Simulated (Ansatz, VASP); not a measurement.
## One calculation of SrTiO3, two programs

File INCAR:

```
  PREC = Accurate
  ENCUT = 520
  EDIFF = 1E-7
  ISMEAR = 0
  SIGMA = 0.05
  LREAL = False
  LASPH = True
  NELM = 80
  ALGO = Normal
  ISIF = 2
  LWAVE = False
  LCHARG = True
  GGA = PS
  LELF = True
  LVHAR = True
  NBANDS = 28
```

File KPOINTS:

```
regular mesh
0
Gamma
  8 8 8
```

File POSCAR:

```
SrTiO3
1.0
    3.8911201355      0.0000000000      0.0000000000
    0.0000000000      3.8911201355      0.0000000000
    0.0000000000      0.0000000000      3.8911201355
Sr Ti O
1 1 3
Direct
    0.0000000000      0.0000000000      0.0000000000
    0.5462591731      0.5000000000      0.5000000000
    0.0000000000      0.5000000000      0.5000000000
    0.5000000000      0.0000000000      0.5000000000
    0.5000000000      0.5000000000      0.0000000000
```

Input for Ansatz:

```yaml
crystal:
  lattice:
    - [3.8911201355, 0.0, 0.0]
    - [0.0, 3.8911201355, 0.0]
    - [0.0, 0.0, 3.8911201355]
  atoms:
    - { symbol: Sr, position: [0.0, 0.0, 0.0] }
    - { symbol: Ti, position: [0.5462591731, 0.5, 0.5] }
    - { symbol: O, position: [0.0, 0.5, 0.5] }
    - { symbol: O, position: [0.5, 0.0, 0.5] }
    - { symbol: O, position: [0.5, 0.5, 0.0] }
basis:
  ecutwfc: 420
kpoints:
  mp_grid: { grid: [8, 8, 8] }
hamiltonian:
  xc: pbesol
scf:
  occupations: { method: gaussian, width: 0.05 }
output:
  forces: true
  stress: true
  eigenvalues: true
```

Alike in both runs: task single point; functional PBEsol; k mesh 8 × 8 × 8; occupations gaussian, width 0.05 eV; no spin polarisation.

```csv
,VASP,Ansatz
version,VASP 6.6.1,Ansatz 0.2.0
potentials or method,"VASP PAW PBE potentials, release 64 (Sr_sv, Ti_sv, O), cutoff 520 eV","scalar-relativistic, plane waves, PAW"
valence electrons in the cell,40,40
```

|  | VASP | Ansatz | Ansatz less VASP |
| --- | --- | --- | --- |
| gap on the k mesh at the Fermi level (eV) | 1.86 | 1.89 | +0.033 |
| least direct gap on the mesh (eV) | 2.49 | 2.51 | +0.024 |
| pressure (GPa) | 3.0 | 2.3 | -0.72 |
| traceless stress, the component that is largest in VASP (GPa) | 4.07 | 3.93 | -0.141 |
| rms of the force components (eV/Å) | 0.515 | 0.484 | -0.0312 |

VASP's potentials were made for PBE, not for PBEsol. Atom by atom the forces differ by 0.034 eV/Å (rms over components). The functional is the same, so the differences come from potentials, cutoffs and numerics.
